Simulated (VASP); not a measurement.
# Y (P6_3/mmc) in VASP: a series of runs

Y is run at these levels: PBE; tasks: single point.

Program: VASP 6.6.1. These are calculated values, not measurements. Logs are shortened: lines on timing, memory, paths and dates and some standing lists are left out, and cuts for length are marked.

### Step 1. The cell of the first run

It takes space group P6_3/mmc (No. 194, hexagonal). Conventional cell: a = 3.656 Å, b = 3.656 Å, c = 5.682 Å, α = 90.00°, β = 90.00°, γ = 120.00°. Within 4.7 Å of Y (site symmetry -6m2) lie 12 Y at 3.54 to 3.66 Å.

### Step 2. Single point, PBE

INCAR

```
ALGO = Normal
EDIFF = 1E-6
ENCUT = 520
GGA = PE
ISIF = 2
ISMEAR = -1
LASPH = T
LCHARG = F
LREAL = F
LWAVE = F
NBANDS = 18
NELM = 80
PREC = Accurate
SIGMA = 0.05
```

KPOINTS

```
k-points
0
Gamma
  13 13 7
```

POSCAR

```
Y
1.0
    3.6561512519      0.0000000000      0.0000000000
   -1.8280756259      3.1663198642      0.0000000000
    0.0000000000      0.0000000000      5.6824456047
Y
2
Direct
    0.3333333333      0.6666666667      0.2500000000
    0.6666666667      0.3333333333      0.7500000000
```

Potentials or basis: VASP PAW PBE potentials, release 64 (Y_sv).

The run is started by

```console
$ cat potpaw_PBE.64/Y_sv/POTCAR > POTCAR
$ mpirun -np 1 vasp_std > vasp.out
```

OUTCAR:

```text
EDIFF = 1E-6
   ENCUT = 520
   GGA = PE
   ISIF = 2
   ISMEAR = -1
   LASPH = T
   LREAL = F
   NELM = 80
   PREC = Accurate

 ion  position               nearest neighbor table
   1  0.333  0.667  0.250-   2 3.54   2 3.54   2 3.54   2 3.54   2 3.54   2 3.54
   2  0.667  0.333  0.750-   1 3.54   1 3.54   1 3.54   1 3.54   1 3.54   1 3.54

  LATTYP: Found a hexagonal cell.
 ALAT       =     3.6561512519
 C/A-ratio  =     1.5542151331

  Lattice vectors:

 A1 = (   3.6561512519,   0.0000000000,   0.0000000000)
 A2 = (  -1.8280756259,   3.1663198642,   0.0000000000)
 A3 = (   0.0000000000,   0.0000000000,   5.6824456047)

Analysis of symmetry for initial positions (statically):
=====================================================================
 Subroutine PRICEL returns:
 Original cell was already a primitive cell.

 Routine SETGRP: Setting up the symmetry group for a
 hexagonal supercell.

 Subroutine GETGRP returns: Found 24 space group operations
 (whereof 12 operations were pure point group operations)
 out of a pool of 24 trial point group operations.

The static configuration has the point symmetry D_3d.
 The point group associated with its full space group is D_6h.

Analysis of symmetry for dynamics (positions and initial velocities):
=====================================================================
 Subroutine PRICEL returns:
 Original cell was already a primitive cell.

 Routine SETGRP: Setting up the symmetry group for a
 hexagonal supercell.

 Subroutine GETGRP returns: Found 24 space group operations
 (whereof 12 operations were pure point group operations)
 out of a pool of 24 trial point group operations.

The dynamic configuration has the point symmetry D_3d.
 The point group associated with its full space group is D_6h.

 Subroutine INISYM returns: Found 24 space group operations
 (whereof 12 operations are pure point group operations),
 and found     1 'primitive' translations

----------------------------------------------------------------------------------------

                                     Primitive cell

  volume of cell :      65.7831

  direct lattice vectors                    reciprocal lattice vectors
     3.656151252  0.000000000  0.000000000     0.273511661  0.157912031  0.000000000
    -1.828075626  3.166319864  0.000000000     0.000000000  0.315824062  0.000000000
     0.000000000  0.000000000  5.682445605     0.000000000  0.000000000  0.175980567

  length of vectors
     3.656151252  3.656151252  5.682445605     0.315824062  0.315824062  0.175980567

  position of ions in fractional coordinates (direct lattice)
     0.333333333  0.666666667  0.250000000
     0.666666667  0.333333333  0.750000000

  ion indices of the primitive-cell ions
   primitive index   ion index
                 1           1
                 2           2

----------------------------------------------------------------------------------------

 KPOINTS: k-points

Automatic generation of k-mesh.
 Grid dimensions read from file:
 generate k-points for:   13   13    7

 Generating k-lattice:

  Cartesian coordinates                     Fractional coordinates (reciprocal lattice)
     0.021039359  0.012147079  0.000000000     0.076923077  0.000000000  0.000000000
     0.000000000  0.024294159  0.000000000     0.000000000  0.076923077  0.000000000
     0.000000000  0.000000000  0.025140081     0.000000000  0.000000000  0.142857143

  Length of vectors
     0.024294159  0.024294159  0.025140081

  Shift w.r.t. Gamma in fractional coordinates (k-lattice)
     0.000000000  0.000000000  0.000000000

 Subroutine IBZKPT returns following result:
 ===========================================

 Found     84 irreducible k-points:

 Following reciprocal coordinates:
            Coordinates               Weight
  0.000000  0.000000  0.000000      1.000000
  0.076923  0.000000  0.000000      6.000000
  0.153846  0.000000  0.000000      6.000000
  0.230769  0.000000  0.000000      6.000000
  0.307692  0.000000  0.000000      6.000000
  0.384615  0.000000  0.000000      6.000000
[... 16 lines left out ...]
  0.076923  0.000000  0.142857     12.000000
  0.153846  0.000000  0.142857     12.000000
 [... further k-points ...]
   k-points           NKPTS =     84   k-points in BZ     NKDIM =     84   number of bands    NBANDS=     18
   number of dos      NEDOS =    301   number of ions     NIONS =      2
   total plane-waves  NPLWV =  32928
   dimension x,y,z NGX =    28 NGY =   28 NGZ =   42
   dimension x,y,z NGXF=    56 NGYF=   56 NGZF=   84
   ions per type =               2
   NGX,Y,Z   is equivalent  to a cutoff of  12.73, 12.73, 12.29 a.u.
   NGXF,Y,Z  is equivalent  to a cutoff of  25.46, 25.46, 24.58 a.u.
 SYSTEM =  unknown system
   PREC   = accura    normal or accurate (medium, high low for compatibility)
   ISTART =      0    job   : 0-new  1-cont  2-samecut
   ICHARG =      2    charge: 1-file 2-atom 10-const
   ISPIN  =      1    spin polarized calculation?
   LNONCOLLINEAR =      F non collinear calculations
   LSORBIT =      F    spin-orbit coupling
   LASPH  =      T    aspherical Exc in radial PAW
   ENCUT  =  520.0 eV  38.22 Ry    6.18 a.u.   6.80  6.80 10.57*2*pi/ulx,y,z
   NELM   =     80;   NELMIN=  2; NELMDL= -5     # of ELM steps
   EDIFF  = 0.1E-05   stopping-criterion for ELM
   LREAL  =      F    real-space projection
   EDIFFG = 0.1E-04   stopping-criterion for IOM
   NSW    =      0    number of steps for IOM
   IBRION =     -1    ionic relax: 0-MD 1-quasi-New 2-CG
   NFREE  =      0    steps in history (QN), initial steepest desc. (CG)
   ISIF   =      2    stress and relaxation
   ISYM   =      2    0-nonsym 1-usesym 2-fastsym
   POTIM  = 0.5000    time-step for ionic-motion
   TEBEG  =    0.0;   TEEND  =   0.0 temperature during run
   PSTRESS=    0.0 pullay stress
   NELECT =      22.0000    total number of electrons
   NUPDOWN=      -1.0000    fix difference up-down
   EMIN   =  10.00;   EMAX   =-10.00  energy-range for DOS
   EFERMI =   0.00;   METHOD = LEGACY
   ISMEAR =    -1;   SIGMA  =   0.05  broadening in eV -4-tet -1-fermi 0-gaus
   EFERMI_NEDOS =   21; number of points for ismear=-14 and -15
   IALGO  =     38    algorithm
   IMIX   =      4    mixing-type and parameters
     AMIX     =   0.40;   BMIX     =  1.00
     AMIX_MAG =   1.60;   BMIX_MAG =  1.00
  volume/ion in A,a.u.               =      32.89       221.96
  Fermi-wavevector in a.u.,A,eV,Ry     =   1.136347  2.147385 17.568993  1.291285
  Thomas-Fermi vector in A             =   2.273052
   LORBIT       =      0    0 simple, 1 ext, 2 COOP (PROOUT), +10 PAW based schemes
   GGA     = PE    functional components
   LHFCALC =     F    Hartree Fock is set to
   AEXX    =    0.0000 exact exchange contribution
   IVDW    =     0    specifies the selected vdW correction
   LEPSILON=     F    determine dielectric tensor
   LRPA    =     F    only Hartree local field effects (RPA)
 non-spin polarized calculation
  energy-cutoff  :      520.00
  volume of cell :       65.78
 maximum number of plane-waves:      1785
 NGX is ok and might be reduce to    28
   NGX = 13   NGY = 13   NGZ = 21

 number of electron      22.0000000 magnetization

 Free energy of the ion-electron system (eV)
  ---------------------------------------------------
  ext. energy  EPLUGINS =         0.00000000
  ---------------------------------------------------
  free energy    TOTEN  =       -12.88075543 eV

  energy without entropy =      -12.84609199  energy(sigma->0) =      -12.86342371

 E-fermi :   2.9910     XC(G=0):  -9.4215

 val. band max:        2.9817371337   @ k =   0.3846   0.0000   0.0000
 cond. band min:       2.9924168037   @ k =   0.3077   0.0769   0.4286
 fundamental gap:      0.0106796701
 Fermi energy:         2.9909778623

 k-point     1 :       0.0000    0.0000    0.0000
  band No.  band energies     occupation
      1     -39.7027      2.00000
      2     -39.6273      2.00000
      3     -19.9811      2.00000
      4     -19.5090      2.00000
      5     -19.5090      2.00000
      6     -19.4159      2.00000
[... 10 lines left out ...]
     17       5.7246      0.00000
     18       5.7246      0.00000

 k-point     2 :       0.0769    0.0000    0.0000
  band No.  band energies     occupation
      1     -39.6999      2.00000
      2     -39.6264      2.00000
      3     -19.9706      2.00000
      4     -19.5295      2.00000
      5     -19.5162      2.00000
      6     -19.4376      2.00000
[... 10 lines left out ...]
     17       5.5613      0.00000
     18       5.6053      0.00000

 k-point     3 :       0.1538    0.0000    0.0000
  band No.  band energies     occupation
      1     -39.6918      2.00000
      2     -39.6240      2.00000
      3     -19.9403      2.00000
      4     -19.5865      2.00000
      5     -19.5355      2.00000
      6     -19.4966      2.00000
[... 10 lines left out ...]
     17       5.6847      0.00000
     18       5.7731      0.00000

 k-point     4 :       0.2308    0.0000    0.0000
  band No.  band energies     occupation
      1     -39.6798      2.00000
      2     -39.6210      2.00000
      3     -19.8939      2.00000
      4     -19.6672      2.00000
      5     -19.5768      2.00000
      6     -19.5616      2.00000
[... 375 lines left out ...]
      4     -19.5044      2.00000
      5     -19.5044      2.00000
      6     -19.4205      2.00000
[... 10 lines left out ...]
     17       5.9529      0.00000
     18       5.9529      0.00000

 k-point    23 :       0.0769    0.0000    0.1429
  band No.  band energies     occupation
      1     -39.6963      2.00000
      2     -39.6301      2.00000
      3     -19.9438      2.00000
      4     -19.5241      2.00000
      5     -19.5114      2.00000
      6     -19.4522      2.00000
[... 10 lines left out ...]
     17       5.8753      0.00000
     18       5.9056      0.00000

 k-point    24 :       0.1538    0.0000    0.1429
  band No.  band energies     occupation
      1     -39.6884      2.00000
      2     -39.6274      2.00000
      3     -19.9186      2.00000
      4     -19.5786      2.00000
      5     -19.5301      2.00000
      6     -19.5161      2.00000
[... 10 lines left out ...]
     17       5.8477      0.00000
     18       5.9597      0.00000

 [... further k-points ...]

------------------------ aborting loop because EDIFF is reached ----------------------------------------

  FORCE on cell =-STRESS in cart. coord.  units (eV):
  Direction    XX          YY          ZZ          XY          YZ          ZX
  --------------------------------------------------------------------------------------
  -------------------------------------------------------------------------------------
  Total       -0.0377909     -0.0377909     -0.0350503     -0.0000000     -0.0000000     -0.0000000
  in kB       -0.9204137     -0.9204137     -0.8536651     -0.0000000     -0.0000000     -0.0000000
  external PRESSURE =      -0.8981641 kB  Pullay stress =       0.0000000 kB

 VOLUME and BASIS-vectors are now :
 -----------------------------------------------------------------------------
  energy-cutoff  :      520.00
  volume of cell :       65.78
      direct lattice vectors                 reciprocal lattice vectors
     3.656151252  0.000000000  0.000000000     0.273511661  0.157912031  0.000000000
    -1.828075626  3.166319864  0.000000000     0.000000000  0.315824062  0.000000000
     0.000000000  0.000000000  5.682445605     0.000000000  0.000000000  0.175980567

 POSITION                                       TOTAL-FORCE (eV/Angst)
 -----------------------------------------------------------------------------------
     -0.00000      2.11088      1.42061        -0.000000      0.000000      0.000000
      1.82808      1.05544      4.26183         0.000000     -0.000000      0.000000
 -----------------------------------------------------------------------------------
    total drift:                               -0.000000      0.000000     -0.000000

  FREE ENERGIE OF THE ION-ELECTRON SYSTEM (eV)
  ---------------------------------------------------
  free  energy   TOTEN  =       -12.8807554282 eV

  energy  without entropy=      -12.8460919866  energy(sigma->0) =      -12.86342371
```

It took 2.1 min on 1 thread of Intel Xeon 8259CL, shared host; peak memory 0.24 GiB.

Results:

```yaml
Free_energy: -12.8808 eV
Pressure: -0.1 GPa
Band_gap_on_the_k_mesh: zero (bands 11 and 12 overlap by 1.42 eV)
```

Levels at points of the mesh, in eV from the Fermi level:
```csv
k point,band 8,band 9,band 10,band 11,band 12,band 13,band 14,band 15
"(0.00, 0.00, 0.00)",-22.37,-4.68,-1.84,0.94,1.73,1.73,2.11,2.36
```

### Step 3. Single point, PBE

INCAR

```
SYSTEM = Y
PREC = Accurate ; ENCUT = 520
EDIFF = 1E-6 ; ISMEAR = -1
SIGMA = 0.05 ; LREAL = .False.
LASPH = .True. ; NELM = 60
ALGO = Normal ; ISIF = 2
LWAVE = .False. ; LCHARG = .False.
GGA = PE ; NBANDS = 18
```

KPOINTS

```
regular mesh
0
Gamma
  13 13 7
  0 0 0
```

POSCAR

```
Y
1.0
    3.6540671896      0.0000000000      0.0000000000
   -1.8270335948      3.1645150134      0.0000000000
    0.0000000000      0.0000000000      5.6841175504
Y
2
Direct
    0.3333333333      0.6666666667      0.2500000000
    0.6666666667      0.3333333333      0.7500000000
```

Potentials or basis: VASP PAW PBE potentials, release 64 (Y_sv).

The run is started by

```console
$ cat potpaw_PBE.64/Y_sv/POTCAR > POTCAR
$ mpirun -np 1 vasp_std > vasp.out
```

Wall time 2.5 min (1 thread of Intel Xeon 8259CL, shared host); peak memory 0.24 GiB.

The run converged. Its results:

* Free energy: -12.8808 eV
* Pressure: -0.1 GPa
* Band gap on the k mesh: zero (bands 11 and 12 overlap by 1.41 eV)

Levels at points of the mesh, in eV from the Fermi level:
| k point | band 9 | band 10 | band 11 | band 12 | band 13 | band 14 |
| --- | --- | --- | --- | --- | --- | --- |
| (0.00, 0.00, 0.00) | -4.68 | -1.84 | 0.94 | 1.74 | 1.74 | 2.11 |
